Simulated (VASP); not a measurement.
Set up this calculation in VASP 6.6.1, as the native input.

| Property | Result |
| --- | --- |
| Task | single point |
| Functional | PBE |
| Potentials or basis | VASP PAW PBE potentials, release 64 (Zn, Se) |
| Cutoff | 520 eV |
| k mesh | 6 × 6 × 6 |
| Occupations | gaussian, width 0.01 eV |
| Spin | no spin polarisation |
| Dipole correction | no |
| Further INCAR settings | ALGO = Normal; EDIFF = 1e-06; NBANDS = 16 |

The structure of ZnSe (Stilleite) lies in POSCAR:

```
ZnSe
1.0
    0.0000000000      2.8572208968      2.8572208968
    2.8572208968      0.0000000000      2.8572208968
    2.8572208968      2.8572208968      0.0000000000
Zn Se
1 1
Direct
    0.0000000000      0.0000000000      0.0000000000
    0.2500000000      0.2500000000      0.2500000000
```

The input as run:

INCAR

```
SYSTEM = ZnSe
  PREC = Accurate
  ENCUT = 520
  EDIFF = 1E-6
  ISMEAR = 0
  SIGMA = 0.01
  LREAL = .FALSE.
  LASPH = .TRUE.
  NELM = 80
  ALGO = Normal
  ISIF = 2
  LWAVE = .FALSE.
  LCHARG = .TRUE.
  GGA = PE
  LELF = .TRUE.
  LVHAR = .TRUE.
  NBANDS = 16
```

KPOINTS

```
regular mesh
0
G
  6 6 6
  0 0 0
```

Potentials or basis: VASP PAW PBE potentials, release 64 (Zn, Se).

Command:

```console
$ cat potpaw_PBE.64/Zn/POTCAR potpaw_PBE.64/Se/POTCAR > POTCAR
$ mpirun -np 1 vasp_std > vasp.out
```

It gave:

| Item | Value |
| --- | --- |
| Pressure | 0.8 GPa |
| Band gap on the k mesh | 1.19 eV, direct |

Run time: 7.8 s on 1 thread of Intel(R) Xeon(R) Platinum 8559C (Emerald Rapids) (shared host), peak memory 0.16 GiB.
